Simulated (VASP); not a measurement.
# SnH (P4/mmm) in VASP: single point with PBE

Aim: the single point of SnH with PBE.

All numbers are computed with VASP 6.6.1; they aren't measurements. Logs are shortened: lines on timing, memory, paths and dates and some standing lists are left out, and cuts for length are marked.

### 1 The cell of the first run

Symmetry: P4/mmm, No. 123, tetragonal system. The conventional cell has a = 3.127 Å, b = 3.127 Å, c = 3.141 Å, α = 90.00°, β = 90.00°, γ = 90.00°. Sn (site symmetry 4/mmm) has 8 H at 2.71 Å and 6 Sn at 3.13 to 3.14 Å within 3.6 Å. H (site symmetry 4/mmm) has 8 Sn at 2.71 Å and 6 H at 3.13 to 3.14 Å within 3.6 Å.

The cell was generated, and may not be a known phase.

### 2 Single point, PBE

INCAR reads:

```
SYSTEM = SnH
ALGO = Normal
EDIFF = 1E-6
ENCUT = 520
GGA = PE
ISIF = 2
ISMEAR = 0
LASPH = .True.
LCHARG = .False.
LREAL = .False.
LWAVE = .False.
NBANDS = 14
NELM = 80
PREC = Accurate
SIGMA = 0.1
```

KPOINTS reads:

```
k-points
0
Gamma
  18 18 16
  0 0 0
```

POSCAR reads:

```
SnH
1.0
    3.1274710067      0.0000000000      0.0000000000
    0.0000000000      3.1274710067      0.0000000000
    0.0000000000      0.0000000000      3.1409696288
Sn H
1 1
Direct
    0.0000000000      0.0000000000      0.0000000000
    0.5000000000      0.5000000000      0.5000000000
```

Potentials or basis: VASP PAW PBE potentials, release 64 (Sn_d, H).

Run with:

```bash
$ cat potpaw_PBE.64/Sn_d/POTCAR potpaw_PBE.64/H/POTCAR > POTCAR
$ mpirun -np 1 vasp_std > vasp.out
```

OUTCAR:

```text
SYSTEM = SnH
   EDIFF = 1E-6
   ENCUT = 520
   GGA = PE
   ISIF = 2
   ISMEAR = 0
   LASPH = .True.
   LREAL = .False.
   NELM = 80
   PREC = Accurate

 ion  position               nearest neighbor table
   1  0.000  0.000  0.000-
   2  0.500  0.500  0.500-

  LATTYP: Found a simple tetragonal cell.
 ALAT       =     3.1274710067
 C/A-ratio  =     1.0043161462

  Lattice vectors:

 A1 = (   3.1274710067,   0.0000000000,   0.0000000000)
 A2 = (   0.0000000000,   3.1274710067,   0.0000000000)
 A3 = (   0.0000000000,   0.0000000000,   3.1409696288)

Analysis of symmetry for initial positions (statically):
=====================================================================
 Subroutine PRICEL returns:
 Original cell was already a primitive cell.

 Routine SETGRP: Setting up the symmetry group for a
 simple tetragonal supercell.

 Subroutine GETGRP returns: Found 16 space group operations
 (whereof 16 operations were pure point group operations)
 out of a pool of 16 trial point group operations.

The static configuration has the point symmetry D_4h.

Analysis of symmetry for dynamics (positions and initial velocities):
=====================================================================
 Subroutine PRICEL returns:
 Original cell was already a primitive cell.

 Routine SETGRP: Setting up the symmetry group for a
 simple tetragonal supercell.

 Subroutine GETGRP returns: Found 16 space group operations
 (whereof 16 operations were pure point group operations)
 out of a pool of 16 trial point group operations.

The dynamic configuration has the point symmetry D_4h.

 Subroutine INISYM returns: Found 16 space group operations
 (whereof 16 operations are pure point group operations),
 and found     1 'primitive' translations

----------------------------------------------------------------------------------------

                                     Primitive cell

  volume of cell :      30.7221

  direct lattice vectors                    reciprocal lattice vectors
     3.127471007  0.000000000  0.000000000     0.319747169  0.000000000  0.000000000
     0.000000000  3.127471007  0.000000000     0.000000000  0.319747169  0.000000000
     0.000000000  0.000000000  3.140969629     0.000000000  0.000000000  0.318373024

  length of vectors
     3.127471007  3.127471007  3.140969629     0.319747169  0.319747169  0.318373024

  position of ions in fractional coordinates (direct lattice)
     0.000000000  0.000000000  0.000000000
     0.500000000  0.500000000  0.500000000

  ion indices of the primitive-cell ions
   primitive index   ion index
                 1           1
                 2           2

----------------------------------------------------------------------------------------

 KPOINTS: k-points

Automatic generation of k-mesh.
 Grid dimensions read from file:
 generate k-points for:   18   18   16

 Generating k-lattice:

  Cartesian coordinates                     Fractional coordinates (reciprocal lattice)
     0.017763732  0.000000000  0.000000000     0.055555556  0.000000000  0.000000000
     0.000000000  0.017763732  0.000000000     0.000000000  0.055555556  0.000000000
     0.000000000  0.000000000  0.019898314     0.000000000  0.000000000  0.062500000

  Length of vectors
     0.017763732  0.017763732  0.019898314

  Shift w.r.t. Gamma in fractional coordinates (k-lattice)
     0.000000000  0.000000000  0.000000000

 Subroutine IBZKPT returns following result:
 ===========================================

 Found    495 irreducible k-points:

 Following reciprocal coordinates:
            Coordinates               Weight
  0.000000  0.000000  0.000000      1.000000
  0.055556  0.000000  0.000000      4.000000
  0.111111  0.000000  0.000000      4.000000
  0.166667  0.000000  0.000000      4.000000
  0.222222  0.000000  0.000000      4.000000
  0.277778  0.000000  0.000000      4.000000
[... 16 lines left out ...]
  0.277778  0.111111  0.000000      8.000000
  0.333333  0.111111  0.000000      8.000000
 [... further k-points ...]
   k-points           NKPTS =    495   k-points in BZ     NKDIM =    495   number of bands    NBANDS=     14
   number of dos      NEDOS =    301   number of ions     NIONS =      2
   total plane-waves  NPLWV =  13824
   dimension x,y,z NGX =    24 NGY =   24 NGZ =   24
   dimension x,y,z NGXF=    48 NGYF=   48 NGZF=   48
   ions per type =               1   1
   NGX,Y,Z   is equivalent  to a cutoff of  12.76, 12.76, 12.70 a.u.
   NGXF,Y,Z  is equivalent  to a cutoff of  25.52, 25.52, 25.41 a.u.
 SYSTEM =  SnH
   PREC   = accura    normal or accurate (medium, high low for compatibility)
   ISTART =      0    job   : 0-new  1-cont  2-samecut
   ICHARG =      2    charge: 1-file 2-atom 10-const
   ISPIN  =      1    spin polarized calculation?
   LNONCOLLINEAR =      F non collinear calculations
   LSORBIT =      F    spin-orbit coupling
   LASPH  =      T    aspherical Exc in radial PAW
   ENCUT  =  520.0 eV  38.22 Ry    6.18 a.u.   5.82  5.82  5.84*2*pi/ulx,y,z
   NELM   =     80;   NELMIN=  2; NELMDL= -5     # of ELM steps
   EDIFF  = 0.1E-05   stopping-criterion for ELM
   LREAL  =      F    real-space projection
[... 7 lines left out ...]
   TEBEG  =    0.0;   TEEND  =   0.0 temperature during run
   PSTRESS=    0.0 pullay stress
   NELECT =      15.0000    total number of electrons
   NUPDOWN=      -1.0000    fix difference up-down
   EMIN   =  10.00;   EMAX   =-10.00  energy-range for DOS
   EFERMI =   0.00;   METHOD = LEGACY
   ISMEAR =     0;   SIGMA  =   0.10  broadening in eV -4-tet -1-fermi 0-gaus
   EFERMI_NEDOS =   21; number of points for ismear=-14 and -15
   IALGO  =     38    algorithm
   IMIX   =      4    mixing-type and parameters
     AMIX     =   0.40;   BMIX     =  1.00
     AMIX_MAG =   1.60;   BMIX_MAG =  1.00
  volume/ion in A,a.u.               =      15.36       103.66
  Fermi-wavevector in a.u.,A,eV,Ry     =   1.289106  2.436056 22.610068  1.661793
  Thomas-Fermi vector in A             =   2.421019
   LORBIT       =      0    0 simple, 1 ext, 2 COOP (PROOUT), +10 PAW based schemes
   GGA     = PE    functional components
   LHFCALC =     F    Hartree Fock is set to
   AEXX    =    0.0000 exact exchange contribution
   IVDW    =     0    specifies the selected vdW correction
   LEPSILON=     F    determine dielectric tensor
   LRPA    =     F    only Hartree local field effects (RPA)
 non-spin polarized calculation
 Gauss-broadening in eV      SIGMA  =   0.10
  energy-cutoff  :      520.00
  volume of cell :       30.72
 maximum number of plane-waves:       852
 NGX is ok and might be reduce to    24
   NGX = 11   NGY = 11   NGZ = 11

 number of electron      14.9999985 magnetization

 Free energy of the ion-electron system (eV)
  ---------------------------------------------------
  ext. energy  EPLUGINS =         0.00000000
  ---------------------------------------------------
  free energy    TOTEN  =        -5.95194866 eV

  energy without entropy =       -5.94802124  energy(sigma->0) =       -5.94998495

 E-fermi :   7.1070     XC(G=0): -10.3726

 val. band max:        7.1069571890   @ k =   0.2778   0.1667   0.2500
 cond. band min:       7.1080524374   @ k =   0.4444   0.0556   0.3750
 fundamental gap:      0.0010952484
 Fermi energy:         7.1069932569

 k-point     1 :       0.0000    0.0000    0.0000
  band No.  band energies     occupation
      1     -14.6410      2.00000
      2     -14.6378      2.00000
      3     -14.3123      2.00000
      4     -14.3123      2.00000
      5     -14.3088      2.00000
      6      -4.1975      2.00000
      7       8.4026      0.00000
      8      11.4903      0.00000
      9      11.6171      0.00000
     10      11.6171      0.00000
     11      15.0800      0.00000
     12      15.1516      0.00000
     13      26.3773      0.00000
     14      26.4470      0.00000

 k-point     2 :       0.0556    0.0000    0.0000
  band No.  band energies     occupation
      1     -14.6385      2.00000
      2     -14.6321      2.00000
      3     -14.3148      2.00000
      4     -14.3121      2.00000
      5     -14.3114      2.00000
      6      -4.1487      2.00000
      7       8.1883      0.00000
      8      11.3433      0.00000
      9      11.5421      0.00000
     10      11.6689      0.00000
     11      15.1335      0.00000
     12      15.6959      0.00000
     13      25.9367      0.00000
     14      26.0741      0.00000

 k-point     3 :       0.1111    0.0000    0.0000
  band No.  band energies     occupation
      1     -14.6369      2.00000
      2     -14.6098      2.00000
      3     -14.3223      2.00000
      4     -14.3187      2.00000
      5     -14.3114      2.00000
      6      -4.0020      2.00000
      7       7.5383      0.00000
      8      10.9490      0.00000
      9      11.6958      0.00000
     10      11.8228      0.00000
     11      15.2449      0.00000
     12      16.9480      0.00000
     13      24.8885      0.00000
     14      25.0314      0.00000

 k-point     4 :       0.1667    0.0000    0.0000
  band No.  band energies     occupation
      1     -14.6348      2.00000
      2     -14.5753      2.00000
      3     -14.3336      2.00000
      4     -14.3300      2.00000
      5     -14.3105      2.00000
      6      -3.7574      2.00000
      7       6.5500      2.00000
      8      10.7542      0.00000
      9      11.9467      0.00000
     10      12.0741      0.00000
     11      15.4295      0.00000
     12      18.4321      0.00000
     13      23.7441      0.00000
     14      23.7838      0.00000

 k-point     5 :       0.2222    0.0000    0.0000
  band No.  band energies     occupation
      1     -14.6322      2.00000
      2     -14.5329      2.00000
      3     -14.3474      2.00000
      4     -14.3438      2.00000
      5     -14.3093      2.00000
      6      -3.4147      2.00000
      7       5.4053      2.00000
      8      10.7224      0.00000
      9      12.2862      0.00000
     10      12.4141      0.00000
     11      15.6886      0.00000
[... 276 lines left out ...]
 k-point    22 :       0.2222    0.1111    0.0000
  band No.  band energies     occupation
      1     -14.6107      2.00000
      2     -14.5216      2.00000
      3     -14.3556      2.00000
      4     -14.3465      2.00000
      5     -14.3192      2.00000
      6      -3.2194      2.00000
      7       5.5178      2.00000
      8       9.3013      0.00000
      9      12.3839      0.00000
     10      12.4923      0.00000
     11      17.0188      0.00000
     12      19.7126      0.00000
     13      20.7920      0.00000
     14      22.6964      0.00000

 k-point    23 :       0.2778    0.1111    0.0000
  band No.  band energies     occupation
      1     -14.6076      2.00000
      2     -14.4765      2.00000
      3     -14.3710      2.00000
      4     -14.3611      2.00000
      5     -14.3179      2.00000
      6      -2.7801      2.00000
      7       4.3903      2.00000
      8       9.4878      0.00000
      9      12.4984      0.00000
     10      12.9058      0.00000
     11      17.1434      0.00000
     12      19.3233      0.00000
     13      21.1872      0.00000
     14      21.5514      0.00000

 k-point    24 :       0.3333    0.1111    0.0000
  band No.  band energies     occupation
      1     -14.6050      2.00000
      2     -14.4338      2.00000
      3     -14.3853      2.00000
      4     -14.3748      2.00000
      5     -14.3167      2.00000
      6      -2.2478      2.00000
      7       3.2679      2.00000
      8       9.7772      0.00000
      9      12.5552      0.00000
     10      13.3667      0.00000
     11      17.1180      0.00000
     12      19.0159      0.00000
     13      20.5163      0.00000
     14      20.6976      0.00000

 [... further k-points ...]
[... 5 lines left out ...]
  --------------------------------------------------------------------------------------
  -------------------------------------------------------------------------------------
  Total       -0.0149746     -0.0149746     -0.0223447      0.0000000      0.0000000     -0.0000000
  in kB       -0.7809381     -0.7809381     -1.1652931      0.0000000      0.0000000     -0.0000000
  external PRESSURE =      -0.9090564 kB  Pullay stress =       0.0000000 kB

 VOLUME and BASIS-vectors are now :
 -----------------------------------------------------------------------------
  energy-cutoff  :      520.00
  volume of cell :       30.72
      direct lattice vectors                 reciprocal lattice vectors
     3.127471007  0.000000000  0.000000000     0.319747169  0.000000000  0.000000000
     0.000000000  3.127471007  0.000000000     0.000000000  0.319747169  0.000000000
     0.000000000  0.000000000  3.140969629     0.000000000  0.000000000  0.318373024

 POSITION                                       TOTAL-FORCE (eV/Angst)
 -----------------------------------------------------------------------------------
      0.00000      0.00000      0.00000         0.000000      0.000000      0.000000
      1.56374      1.56374      1.57048         0.000000      0.000000      0.000000
 -----------------------------------------------------------------------------------
    total drift:                                0.000000      0.000000      0.000000

  FREE ENERGIE OF THE ION-ELECTRON SYSTEM (eV)
  ---------------------------------------------------
  free  energy   TOTEN  =        -5.9519486566 eV

  energy  without entropy=       -5.9480212372  energy(sigma->0) =       -5.94998495
```

Run time: 42 s. Hardware: 1 thread of Intel Xeon 6975P-C (Granite Rapids), shared host; peak memory 0.31 GiB.

What came out:

| Property | Result |
| --- | --- |
| Free energy | -5.9519 eV |
| Pressure | -0.1 GPa |
| Band gap on the k mesh | zero (an odd number of electrons rules out a gap without spin polarisation) |

Levels at points of the mesh, in eV from the Fermi level:
| k point | band 4 | band 5 | band 6 | band 7 | band 8 | band 9 | band 10 | band 11 |
| --- | --- | --- | --- | --- | --- | --- | --- | --- |
| (0.00, 0.00, 0.00) | -21.42 | -21.42 | -11.30 | 1.30 | 4.38 | 4.51 | 4.51 | 7.97 |
| (0.50, 0.00, 0.00) | -21.49 | -21.41 | -7.89 | -6.50 | 3.95 | 7.03 | 7.16 | 10.83 |
| (0.50, 0.50, 0.00) | -21.49 | -21.32 | -4.83 | -2.82 | -2.48 | -2.48 | 9.61 | 11.34 |
| (0.00, 0.00, 0.50) | -21.49 | -21.41 | -7.95 | -6.51 | 4.01 | 7.11 | 7.11 | 10.85 |
| (0.50, 0.00, 0.50) | -21.49 | -21.33 | -4.89 | -2.84 | -2.52 | -2.48 | 9.70 | 11.43 |
| (0.50, 0.50, 0.50) | -21.32 | -21.32 | -1.56 | -1.51 | -0.13 | -0.13 | -0.08 | 4.72 |

Caveat: spin-orbit coupling is left out, which moves the levels of the heavy elements; an odd number of electrons without spin polarisation forces a metal; a magnetic or distorted state may lie lower.
